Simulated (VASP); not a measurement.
Be16B (a cell with a defect): single point with PBE

Be16B (a cell with a defect):

```
Be B
1.0
    -2.29000   -3.96640    0.00000
     3.43500   -1.98320    0.00000
     0.00000    0.00000    7.17686
Be B
16 1
Cartesian
  -0.0490 -3.8157 -0.1775
  0.0038 -2.5271 1.7398
  0.0063 -3.9176 3.6105
  -0.0292 -2.6483 5.2816
  -1.2005 -2.0854 -0.0345
  2.3117 -2.6901 1.8750
  -1.1399 -1.9737 3.5891
  2.2931 -2.7115 5.3068
  1.0927 -2.1296 -0.2218
  1.1565 -0.5454 1.9289
  1.1453 -1.9909 3.5843
  1.1359 -0.6727 5.2839
  0.0797 -0.2183 -0.1034
  1.1655 -4.5263 1.9197
  0.0187 -0.0014 3.6320
  1.1432 -4.6432 5.3441
  2.2836 -1.2943 0.7887
```

```json
{
  "Program": "VASP 6.6.1",
  "Task": "single point",
  "Functional": "PBE",
  "Potentials or basis": "VASP PAW PBE potentials, release 64 (Be, B)",
  "Cutoff": "520 eV",
  "k mesh": "4 × 4 × 3",
  "Occupations": "fermi-dirac, width 0.1 eV",
  "Spin": "no spin polarisation"
}
```

| Item | Value |
| --- | --- |
| Pressure | 10.1 GPa |
| Largest force | 0.017 eV/Å |

Forces in eV/Å, atoms in the order of the input:
```
Be   0.003  0.000 -0.006
Be   0.004 -0.004  0.001
Be   0.001  0.000 -0.001
Be   0.000  0.001  0.003
Be  -0.005  0.003  0.002
Be  -0.001 -0.009  0.003
Be   0.000 -0.001 -0.003
Be  -0.001  0.002  0.002
Be  -0.004 -0.001 -0.002
Be  -0.014  0.010 -0.001
Be   0.001  0.001 -0.002
Be   0.002 -0.002  0.003
Be   0.007 -0.001 -0.010
Be   0.009  0.005  0.003
Be  -0.002  0.000 -0.004
Be  -0.002 -0.001  0.002
B    0.004 -0.004  0.008
```

Stress tensor (GPa, compression positive):
```
 1.56 -0.70  1.02
-0.70 10.25  4.46
 1.02  4.46 18.35
```

Levels at points of the mesh, in eV from the Fermi level:
| k point | band 15 | band 16 | band 17 | band 18 | band 19 | band 20 |
| --- | --- | --- | --- | --- | --- | --- |
| (0.00, 0.00, 0.00) | -1.89 | -0.84 | -0.13 | 0.45 | 0.50 | 0.70 |
| (0.50, 0.00, 0.00) | -2.43 | -2.29 | -1.79 | -0.54 | 0.22 | 0.26 |
| (0.00, 0.50, 0.00) | -2.88 | -2.50 | -1.75 | -0.70 | 0.38 | 0.74 |
| (0.50, 0.50, 0.00) | -1.29 | -1.07 | -0.75 | -0.12 | 0.59 | 0.80 |

It took 98 s on 1 thread of AMD EPYC 9R14 (Zen 4) (shared host), peak memory 0.22 GiB.

Caveat: the k points lie up to 0.40 Å⁻¹ apart.
